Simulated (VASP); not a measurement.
Here is a VASP 6.6.1 calculation.

POSCAR

```
Li
1.0
    3.5100000000      0.0000000000      0.0000000000
    0.0000000000      3.5100000000      0.0000000000
    0.0000000000      0.0000000000      3.5100000000
Li
2
Direct
    0.0000000000      0.0000000000      0.0000000000
    0.5000000000      0.5000000000      0.5000000000
```

Contents of INCAR.step1:

```
SYSTEM = Li
PREC = Accurate
ENCUT = 600
ISMEAR = 1
SIGMA = 0.05
LREAL = .False.
LASPH = .True.
NELM = 150
ISPIN = 2
MAGMOM = 0 0
GGA = PE
ALGO = Normal
EDIFF = 1E-4
LWAVE = .True.
LCHARG = .False.
```

The input INCAR.step2:

```
SYSTEM = Li
PREC = Accurate
ENCUT = 600
EDIFF = 1E-7
ISMEAR = 1
SIGMA = 0.05
LREAL = .False.
LASPH = .True.
NELM = 150
ALGO = Normal
ISIF = 3
LWAVE = .False.
LCHARG = .False.
ISPIN = 2
MAGMOM = 0 0
LORBIT = 11
METAGGA = R2SCAN
LMIXTAU = .True.
IBRION = 2
NSW = 80
EDIFFG = -0.03
ISTART = 1
```

File KPOINTS:

```
Automatic mesh
0
Gamma
  6 6 6
  0 0 0
```

Potentials or basis: VASP PAW PBE potentials, release 64 (Li_sv).

Command:

```sh
$ cat potpaw_PBE.64/Li_sv/POTCAR > POTCAR
$ cp INCAR.step1 INCAR
$ mpirun -np 1 vasp_std > vasp.out
$ cp INCAR.step2 INCAR
$ mpirun -np 1 vasp_std > vasp.out
```

(1) Predict the net moment.

(2) What does it give for the relaxed volume?

(3) What does it give for the space group after relaxing (to 0.05 Å)?

Answers

(1) 0.12 μB per cell.

(2) 20.86 Å³/atom.

(3) Im-3m (No. 229).

Caveat: the cutoff is under 1.25 times the usual one of these potentials, so pressure, stress and relaxed cells hold a basis-set (Pulay) error; the PAW data sets were made with another functional, which shifts forces and pressure a little.
